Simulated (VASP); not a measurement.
Set up this calculation in VASP 6.6.1, as the native input.

| Quantity | Value |
| --- | --- |
| Task | single point |
| Functional | PBE |
| Potentials or basis | VASP PAW PBE potentials, release 64 (Si, C) |
| Cutoff | 520 eV |
| k mesh | 12 × 12 × 6 |
| Occupations | gaussian, width 0.05 eV |
| Spin | no spin polarisation |
| Dipole correction | no |
| Further INCAR settings | ALGO = Normal; EDIFF = 1e-06; NBANDS = 16 |

The structure of SiC lies in POSCAR:

```
SiC
1.0
    3.0919867344      0.0000000000      0.0270548839
   -1.5459933672      2.6777390602     -0.0135274420
    0.0443954403      0.0000000000      5.0737646004
Si C
2 2
Direct
    0.3333333333      0.6666666667      0.0045636718
    0.6666666667      0.3333333333      0.5045636718
    0.3333333333      0.6666666667      0.3804363282
    0.6666666667      0.3333333333      0.8804363282
```

This cell differs from its parent crystal: strain +0.0175 x Voigt [0, 0, 0, 0, 1, 0].

These files were run (other wordings do the same):

INCAR

```
  PREC = Accurate
  ENCUT = 520
  EDIFF = 1E-6
  ISMEAR = 0
  SIGMA = 0.05
  LREAL = False
  LASPH = True
  NELM = 80
  ALGO = Normal
  ISIF = 2
  LWAVE = False
  LCHARG = False
  GGA = PE
  NBANDS = 16
```

KPOINTS

```
Automatic mesh
0
Gamma
  12 12 6
```

Potentials or basis: VASP PAW PBE potentials, release 64 (Si, C).

Launch:

```bash
$ cat potpaw_PBE.64/Si/POTCAR potpaw_PBE.64/C/POTCAR > POTCAR
$ mpirun -np 1 vasp_std > vasp.out
```

Results of the run:

The pressure is 0.0 GPa. The largest force is 0.095 eV/Å. The band gap on the k mesh is 2.28 eV, indirect (least direct gap 3.94 eV).

Caveat: the cell differs from its parent crystal (strain +0.0175 x Voigt [0, 0, 0, 0, 1, 0]).

Wall time 42 s on 1 thread of Intel(R) Xeon(R) 6975P-C (Granite Rapids) (shared host), peak memory 0.25 GiB.
